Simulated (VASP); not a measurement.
# GaP (F-43m) in VASP: notebook

GaP is run at these levels: PBEsol; tasks: single point.

Everything below comes from runs of VASP 6.6.1. Logs are shortened: lines on timing, memory, paths and dates and some standing lists are left out, and cuts for length are marked.

**The experiment to reproduce.**

From “Stacking defects in GaP nanowires: Electronic structure and optical properties”, 2018, arxiv:1810.01194, for a bulk crystal of GaP at 10 K: band gap 2.34 eV (indirect).

How close the calculation comes is told below.

## Step 1: The cell of the first run

Symmetry: F-43m, No. 216, cubic system. Conventional cell: a = 5.365 Å, b = 5.365 Å, c = 5.365 Å, α = 90.00°, β = 90.00°, γ = 90.00°. Within 3.1 Å of Ga (site symmetry -43m) lie 4 P at 2.32 Å. Within 3.1 Å of P (site symmetry -43m) lie 4 Ga at 2.32 Å.

## Step 2: Single point, PBEsol (19.30 Å³/atom)

INCAR

```
  PREC = Accurate
  ENCUT = 520
  EDIFF = 1E-6
  ISMEAR = 0
  SIGMA = 0.05
  LREAL = F
  LASPH = T
  NELM = 60
  ALGO = Normal
  ISIF = 2
  LWAVE = F
  LCHARG = F
  GGA = PS
  NBANDS = 16
```

KPOINTS

```
regular mesh
0
Gamma
  10 10 10
```

POSCAR

```
GaP
1.0
    0.0000000000      2.6824926352      2.6824926352
    2.6824926352      0.0000000000      2.6824926352
    2.6824926352      2.6824926352      0.0000000000
Ga P
1 1
Direct
    0.0000000000      0.0000000000      0.0000000000
    0.7500000000      0.7500000000      0.7500000000
```

Potentials or basis: VASP PAW PBE potentials, release 64 (Ga_d, P).

The run is started by

```sh
$ cat potpaw_PBE.64/Ga_d/POTCAR potpaw_PBE.64/P/POTCAR > POTCAR
$ mpirun -np 1 vasp_std > vasp.out
```

OUTCAR:

```text
PREC = Accurate
   ENCUT = 520
   EDIFF = 1E-6
   ISMEAR = 0
   LREAL = F
   LASPH = T
   NELM = 60
   ISIF = 2
   GGA = PS

 ion  position               nearest neighbor table
   1  0.000  0.000  0.000-   2 2.32   2 2.32   2 2.32   2 2.32
   2  0.750  0.750  0.750-   1 2.32   1 2.32   1 2.32   1 2.32

  LATTYP: Found a face centered cubic cell.
 ALAT       =     5.3649852704

  Lattice vectors:

 A1 = (   0.0000000000,   2.6824926352,   2.6824926352)
 A2 = (   2.6824926352,   0.0000000000,   2.6824926352)
 A3 = (   2.6824926352,   2.6824926352,   0.0000000000)

Analysis of symmetry for initial positions (statically):
=====================================================================
 Subroutine PRICEL returns:
 Original cell was already a primitive cell.

 Routine SETGRP: Setting up the symmetry group for a
 face centered cubic supercell.

 Subroutine GETGRP returns: Found 24 space group operations
 (whereof 24 operations were pure point group operations)
 out of a pool of 48 trial point group operations.

The static configuration has the point symmetry T_d .

Analysis of symmetry for dynamics (positions and initial velocities):
=====================================================================
 Subroutine PRICEL returns:
 Original cell was already a primitive cell.

 Routine SETGRP: Setting up the symmetry group for a
 face centered cubic supercell.

 Subroutine GETGRP returns: Found 24 space group operations
 (whereof 24 operations were pure point group operations)
 out of a pool of 48 trial point group operations.

The dynamic configuration has the point symmetry T_d .

 Subroutine INISYM returns: Found 24 space group operations
 (whereof 24 operations are pure point group operations),
 and found     1 'primitive' translations

----------------------------------------------------------------------------------------

                                     Primitive cell

  volume of cell :      38.6052

  direct lattice vectors                    reciprocal lattice vectors
     0.000000000  2.682492635  2.682492635    -0.186393802  0.186393802  0.186393802
     2.682492635  0.000000000  2.682492635     0.186393802 -0.186393802  0.186393802
     2.682492635  2.682492635  0.000000000     0.186393802  0.186393802 -0.186393802

  length of vectors
     3.793617466  3.793617466  3.793617466     0.322843535  0.322843535  0.322843535

  position of ions in fractional coordinates (direct lattice)
     0.000000000  0.000000000  0.000000000
     0.750000000  0.750000000  0.750000000

  ion indices of the primitive-cell ions
   primitive index   ion index
                 1           1
                 2           2

----------------------------------------------------------------------------------------

 KPOINTS: regular mesh

Automatic generation of k-mesh.
 Grid dimensions read from file:
 generate k-points for:   10   10   10

 Generating k-lattice:

  Cartesian coordinates                     Fractional coordinates (reciprocal lattice)
    -0.018639380  0.018639380  0.018639380     0.100000000  0.000000000  0.000000000
     0.018639380 -0.018639380  0.018639380     0.000000000  0.100000000  0.000000000
     0.018639380  0.018639380 -0.018639380     0.000000000  0.000000000  0.100000000

  Length of vectors
     0.032284353  0.032284353  0.032284353

  Shift w.r.t. Gamma in fractional coordinates (k-lattice)
     0.000000000  0.000000000  0.000000000

 Subroutine IBZKPT returns following result:
 ===========================================

 Found     47 irreducible k-points:

 Following reciprocal coordinates:
            Coordinates               Weight
  0.000000  0.000000  0.000000      1.000000
  0.100000  0.000000  0.000000      8.000000
  0.200000  0.000000  0.000000      8.000000
  0.300000  0.000000  0.000000      8.000000
  0.400000  0.000000  0.000000      8.000000
  0.500000  0.000000  0.000000      4.000000
[... 16 lines left out ...]
  0.300000  0.300000  0.000000      6.000000
  0.400000  0.300000  0.000000     24.000000
 [... further k-points ...]
   k-points           NKPTS =     47   k-points in BZ     NKDIM =     47   number of bands    NBANDS=     16
   number of dos      NEDOS =    301   number of ions     NIONS =      2
   total plane-waves  NPLWV =  21952
   dimension x,y,z NGX =    28 NGY =   28 NGZ =   28
   dimension x,y,z NGXF=    56 NGYF=   56 NGZF=   56
   ions per type =               1   1
   NGX,Y,Z   is equivalent  to a cutoff of  12.27, 12.27, 12.27 a.u.
   NGXF,Y,Z  is equivalent  to a cutoff of  24.54, 24.54, 24.54 a.u.
 SYSTEM =  unknown system
   PREC   = accura    normal or accurate (medium, high low for compatibility)
   ISTART =      0    job   : 0-new  1-cont  2-samecut
   ICHARG =      2    charge: 1-file 2-atom 10-const
   ISPIN  =      1    spin polarized calculation?
   LNONCOLLINEAR =      F non collinear calculations
   LSORBIT =      F    spin-orbit coupling
   LASPH  =      T    aspherical Exc in radial PAW
   ENCUT  =  520.0 eV  38.22 Ry    6.18 a.u.   7.05  7.05  7.05*2*pi/ulx,y,z
   NELM   =     60;   NELMIN=  2; NELMDL= -5     # of ELM steps
   EDIFF  = 0.1E-05   stopping-criterion for ELM
   LREAL  =      F    real-space projection
   EDIFFG = 0.1E-04   stopping-criterion for IOM
   NSW    =      0    number of steps for IOM
   IBRION =     -1    ionic relax: 0-MD 1-quasi-New 2-CG
   NFREE  =      0    steps in history (QN), initial steepest desc. (CG)
   ISIF   =      2    stress and relaxation
   ISYM   =      2    0-nonsym 1-usesym 2-fastsym
   POTIM  = 0.5000    time-step for ionic-motion
   TEBEG  =    0.0;   TEEND  =   0.0 temperature during run
   PSTRESS=    0.0 pullay stress
   NELECT =      18.0000    total number of electrons
   NUPDOWN=      -1.0000    fix difference up-down
   EMIN   =  10.00;   EMAX   =-10.00  energy-range for DOS
   EFERMI =   0.00;   METHOD = LEGACY
   ISMEAR =     0;   SIGMA  =   0.05  broadening in eV -4-tet -1-fermi 0-gaus
   EFERMI_NEDOS =   21; number of points for ismear=-14 and -15
   IALGO  =     38    algorithm
   IMIX   =      4    mixing-type and parameters
     AMIX     =   0.40;   BMIX     =  1.00
     AMIX_MAG =   1.60;   BMIX_MAG =  1.00
  volume/ion in A,a.u.               =      19.30       130.26
  Fermi-wavevector in a.u.,A,eV,Ry     =   1.269454  2.398921 21.925988  1.611515
  Thomas-Fermi vector in A             =   2.402495
   LORBIT       =      0    0 simple, 1 ext, 2 COOP (PROOUT), +10 PAW based schemes
   GGA     = PS    functional components
   LHFCALC =     F    Hartree Fock is set to
   AEXX    =    0.0000 exact exchange contribution
   IVDW    =     0    specifies the selected vdW correction
   LEPSILON=     F    determine dielectric tensor
   LRPA    =     F    only Hartree local field effects (RPA)
 non-spin polarized calculation
 Gauss-broadening in eV      SIGMA  =   0.05
  energy-cutoff  :      520.00
  volume of cell :       38.61
 maximum number of plane-waves:      1056
   NGX = 15   NGY = 15   NGZ = 15

 number of electron      17.9999988 magnetization

 Free energy of the ion-electron system (eV)
  ---------------------------------------------------
  ext. energy  EPLUGINS =         0.00000000
  ---------------------------------------------------
  free energy    TOTEN  =        -9.90547124 eV

  energy without entropy =       -9.90547124  energy(sigma->0) =       -9.90547124

 E-fermi :   5.2649     XC(G=0): -10.2381

 val. band max:        5.0648767395   @ k =   0.0000   0.0000   0.0000
 cond. band min:       6.4631586258   @ k =   0.4000   0.4000   0.0000
 fundamental gap:      1.3982818863
 Fermi energy:         5.2649491991

 k-point     1 :       0.0000    0.0000    0.0000
  band No.  band energies     occupation
      1      -9.5661      2.00000
      2      -9.5661      2.00000
      3      -9.5661      2.00000
      4      -9.4499      2.00000
      5      -9.4499      2.00000
      6      -7.8284      2.00000
[... 8 lines left out ...]
     15      14.9040      0.00000
     16      14.9040      0.00000

 k-point     2 :       0.1000    0.0000    0.0000
  band No.  band energies     occupation
      1      -9.5779      2.00000
      2      -9.5624      2.00000
      3      -9.5624      2.00000
      4      -9.4500      2.00000
      5      -9.4500      2.00000
      6      -7.6886      2.00000
[... 8 lines left out ...]
     15      14.3867      0.00000
     16      14.4969      0.00000

 k-point     3 :       0.2000    0.0000    0.0000
  band No.  band energies     occupation
      1      -9.6057      2.00000
      2      -9.5536      2.00000
      3      -9.5536      2.00000
      4      -9.4495      2.00000
      5      -9.4495      2.00000
      6      -7.2839      2.00000
[... 8 lines left out ...]
     15      13.9342      0.00000
     16      15.1246      0.00000

 k-point     4 :       0.3000    0.0000    0.0000
  band No.  band energies     occupation
      1      -9.6360      2.00000
      2      -9.5445      2.00000
      3      -9.5445      2.00000
      4      -9.4469      2.00000
      5      -9.4469      2.00000
      6      -6.6624      2.00000
[... 8 lines left out ...]
     15      14.3788      0.00000
     16      14.7295      0.00000

 k-point     5 :       0.4000    0.0000    0.0000
  band No.  band energies     occupation
      1      -9.6582      2.00000
      2      -9.5388      2.00000
      3      -9.5388      2.00000
      4      -9.4431      2.00000
      5      -9.4431      2.00000
      6      -5.9568      2.00000
[... 8 lines left out ...]
     15      15.6813      0.00000
     16      15.6813      0.00000

 k-point     6 :       0.5000    0.0000    0.0000
  band No.  band energies     occupation
      1      -9.6662      2.00000
      2      -9.5371      2.00000
      3      -9.5371      2.00000
      4      -9.4411      2.00000
      5      -9.4411      2.00000
      6      -5.5761      2.00000
[... 8 lines left out ...]
     15      16.8873      0.00000
     16      16.8873      0.00000

 k-point     7 :       0.1000    0.1000    0.0000
  band No.  band energies     occupation
      1      -9.5851      2.00000
      2      -9.5591      2.00000
      3      -9.5591      2.00000
      4      -9.4531      2.00000
      5      -9.4474      2.00000
      6      -7.6423      2.00000
[... 8 lines left out ...]
     15      14.7420      0.00000
     16      15.0649      0.00000

 k-point     8 :       0.2000    0.1000    0.0000
  band No.  band energies     occupation
      1      -9.6072      2.00000
      2      -9.5518      2.00000
      3      -9.5501      2.00000
      4      -9.4559      2.00000
      5      -9.4450      2.00000
      6      -7.3264      2.00000
[... 8 lines left out ...]
     15      14.9048      0.00000
     16      15.7650      0.00000

 k-point     9 :       0.3000    0.1000    0.0000
  band No.  band energies     occupation
      1      -9.6334      2.00000
      2      -9.5441      2.00000
      3      -9.5404      2.00000
      4      -9.4561      2.00000
      5      -9.4423      2.00000
      6      -6.7745      2.00000
[... 8 lines left out ...]
     15      15.1377      0.00000
     16      15.6785      0.00000
[... 172 lines left out ...]
 k-point    19 :       0.5000    0.2000    0.0000
  band No.  band energies     occupation
      1      -9.6714      2.00000
      2      -9.5279      2.00000
      3      -9.5188      2.00000
      4      -9.4604      2.00000
      5      -9.4372      2.00000
      6      -5.3657      2.00000
[... 8 lines left out ...]
     15      16.9298      0.00000
     16      17.8998      0.00000

 k-point    20 :      -0.4000    0.2000    0.0000
  band No.  band energies     occupation
      1      -9.6698      2.00000
      2      -9.5300      2.00000
      3      -9.5207      2.00000
      4      -9.4529      2.00000
      5      -9.4434      2.00000
      6      -5.2494      2.00000
[... 8 lines left out ...]
     15      15.1820      0.00000
     16      17.5879      0.00000

 k-point    21 :      -0.3000    0.2000    0.0000
  band No.  band energies     occupation
      1      -9.6591      2.00000
      2      -9.5330      2.00000
      3      -9.5275      2.00000
      4      -9.4507      2.00000
      5      -9.4475      2.00000
      6      -5.7830      2.00000
[... 8 lines left out ...]
     15      16.1997      0.00000
     16      17.9860      0.00000

 k-point    22 :      -0.2000    0.2000    0.0000
  band No.  band energies     occupation
      1      -9.6420      2.00000
      2      -9.5383      2.00000
      3      -9.5377      2.00000
      4      -9.4543      2.00000
      5      -9.4452      2.00000
      6      -6.4521      2.00000
[... 8 lines left out ...]
     15      16.5496      0.00000
     16      17.3168      0.00000

 k-point    23 :       0.3000    0.3000    0.0000
  band No.  band energies     occupation
      1      -9.6667      2.00000
      2      -9.5166      2.00000
      3      -9.5166      2.00000
      4      -9.4774      2.00000
      5      -9.4330      2.00000
      6      -6.2669      2.00000
[... 8 lines left out ...]
     15      16.2776      0.00000
     16      19.0825      0.00000

 k-point    24 :       0.4000    0.3000    0.0000
  band No.  band energies     occupation
      1      -9.6804      2.00000
      2      -9.5100      2.00000
      3      -9.5072      2.00000
      4      -9.4806      2.00000
      5      -9.4305      2.00000
      6      -5.7035      2.00000
[... 8 lines left out ...]
     15      16.9728      0.00000
     16      19.0829      0.00000

 [... further k-points ...]
[... 5 lines left out ...]
  --------------------------------------------------------------------------------------
  -------------------------------------------------------------------------------------
  Total        0.8881512      0.8881512      0.8881512      0.0000000      0.0000000      0.0000000
  in kB       36.8597053     36.8597053     36.8597053      0.0000000      0.0000000      0.0000000
  external PRESSURE =      36.8597053 kB  Pullay stress =       0.0000000 kB

 VOLUME and BASIS-vectors are now :
 -----------------------------------------------------------------------------
  energy-cutoff  :      520.00
  volume of cell :       38.61
      direct lattice vectors                 reciprocal lattice vectors
     0.000000000  2.682492635  2.682492635    -0.186393802  0.186393802  0.186393802
     2.682492635  0.000000000  2.682492635     0.186393802 -0.186393802  0.186393802
     2.682492635  2.682492635  0.000000000     0.186393802  0.186393802 -0.186393802

 POSITION                                       TOTAL-FORCE (eV/Angst)
 -----------------------------------------------------------------------------------
      0.00000      0.00000      0.00000        -0.000000     -0.000000     -0.000000
      4.02374      4.02374      4.02374         0.000000      0.000000      0.000000
 -----------------------------------------------------------------------------------
    total drift:                               -0.000000     -0.000000     -0.000000

  FREE ENERGIE OF THE ION-ELECTRON SYSTEM (eV)
  ---------------------------------------------------
  free  energy   TOTEN  =        -9.9054712426 eV

  energy  without entropy=       -9.9054712425  energy(sigma->0) =       -9.90547124
```

It took 14 s on 1 thread of AMD EPYC 9R45 (Zen 5), shared host; peak memory 0.14 GiB.

Results:

- Free energy: -9.9055 eV
- Pressure: 3.7 GPa
- Band gap on the k mesh: 1.40 eV (least direct gap 2.14 eV)

Caveat: the cell stands under pressure; the PAW data sets were made with another functional, which shifts forces and pressure a little. A k mesh can miss the band edges.

## Step 3: Single point, PBEsol (20.26 Å³/atom)

This run uses another cell than the first one, of 20.26 Å³/atom.

INCAR

```
PREC = Accurate
ENCUT = 520
EDIFF = 1E-6
ISMEAR = 0
SIGMA = 0.05
LREAL = False
LASPH = True
NELM = 80
ALGO = Normal
ISIF = 2
LWAVE = False
LCHARG = False
GGA = PS
NBANDS = 16
```

KPOINTS is that of step 2.

POSCAR

```
GaP
1.0
    0.0000000000      2.7260397164      2.7260397164
    2.7260397164      0.0000000000      2.7260397164
    2.7260397164      2.7260397164      0.0000000000
Ga P
1 1
Direct
    0.0000000000      0.0000000000      0.0000000000
    0.7500000000      0.7500000000      0.7500000000
```

Potentials or basis: VASP PAW PBE potentials, release 64 (Ga_d, P).

The run is started by

```sh
$ cat potpaw_PBE.64/Ga_d/POTCAR potpaw_PBE.64/P/POTCAR > POTCAR
$ mpirun -np 1 vasp_std > vasp.out
```

Wall time 17 s (1 thread of AMD EPYC 9R45 (Zen 5), shared host); peak memory 0.15 GiB.

Results (log left out):

* Free energy: -9.9226 eV
* Pressure: -0.7 GPa
* Band gap on the k mesh: 1.48 eV (least direct gap 1.74 eV)

Levels at points of the mesh, in eV from the valence-band top:
```csv
k point,band 7,band 8,band 9,band 10,band 11,band 12
"(0.00, 0.00, 0.00)",0.00,0.00,0.00,1.74,3.83,3.83
"(0.50, 0.00, 0.00)",-6.69,-1.13,-1.13,1.58,4.65,4.65
"(0.50, 0.50, 0.00)",-6.80,-2.71,-2.71,1.52,1.72,10.54
```

Caveat: the PAW data sets were made with another functional, which shifts forces and pressure a little.

## Step 4: Single point, PBEsol (20.51 Å³/atom)

This run uses another cell than the first one, of 20.51 Å³/atom.

INCAR

```
SYSTEM = GaP
PREC = Accurate ; ENCUT = 520
EDIFF = 1E-6 ; ISMEAR = 0
SIGMA = 0.05 ; LREAL = .FALSE.
LASPH = .TRUE. ; NELM = 100
ALGO = Normal ; ISIF = 2
LWAVE = .FALSE. ; LCHARG = .FALSE.
GGA = PS ; NBANDS = 16
```

KPOINTS

```
Automatic mesh
0
G
  10 10 10
  0 0 0
```

POSCAR

```
GaP
1.0
    0.0000000000      2.7372524376      2.7372524376
    2.7372524376      0.0000000000      2.7372524376
    2.7372524376      2.7372524376      0.0000000000
Ga P
1 1
Direct
    0.0000000000      0.0000000000      0.0000000000
    0.7500000000      0.7500000000      0.7500000000
```

The run is started by

```sh
$ cat potpaw_PBE.64/Ga_d/POTCAR potpaw_PBE.64/P/POTCAR > POTCAR
$ mpirun -np 1 vasp_std > vasp.out
```

It took 17 s on 1 thread of AMD EPYC 9R45 (Zen 5), shared host; peak memory 0.15 GiB.

Results (log left out):

```
Free energy            : -9.9190 eV
Pressure               : -1.7 GPa
Band gap on the k mesh : 1.50 eV (least direct gap 1.64 eV)
```

Levels at points of the mesh, in eV from the valence-band top:
```
           k point  band 5  band 6  band 7  band 8  band 9  band 10  band 11  band 12  band 13  band 14
(0.00, 0.00, 0.00)  -14.42  -12.42    0.00    0.00    0.00     1.64     3.83     3.83     3.83     8.51
(0.50, 0.00, 0.00)  -14.41  -10.38   -6.62   -1.11   -1.11     1.55     4.65     4.65     8.07    10.64
(0.50, 0.50, 0.00)  -14.40   -9.48   -6.75   -2.67   -2.67     1.54     1.73    10.45    10.45    10.96
```

Caveat: the PAW data sets were made with another functional, which shifts forces and pressure a little. A k mesh can miss the band edges.

## Step 5: Summary

```csv
cell,gap on the mesh (eV),pressure (GPa)
"a = 3.794 Å, angles 60.0°, 2 atoms",1.40,3.7
"a = 3.855 Å, angles 60.0°, 2 atoms",1.48,-0.7
"a = 3.871 Å, angles 60.0°, 2 atoms",1.50,-1.7
```

Alike in all rows: task single point; level PBEsol; potentials or basis VASP PAW PBE potentials, release 64 (Ga_d, P); no spin polarisation; k mesh 10 × 10 × 10; cutoff (eV) 520; smearing gaussian 0.05 eV.

Caveats: the PAW data sets were made with another functional, which shifts forces and pressure a little; the cell stands under pressure (at least some runs).

Total energies depend on the potentials used, so only differences within one code and one set of settings carry meaning.

## Step 6: How close it comes

Step 3. Against the measured gap of GaP, 2.34 eV (indirect; 10 K; quoted in “Stacking defects in GaP nanowires: Electronic structure and optical properties”, 2018, arxiv:1810.01194), the calculated 1.48 eV is off by -0.86 eV. Spin-orbit coupling on Ga is left out. The value is that of PBEsol on a finite k mesh, which can miss the band edges, without temperature or zero-point motion. Semilocal functionals fall short of measured gaps as a rule.
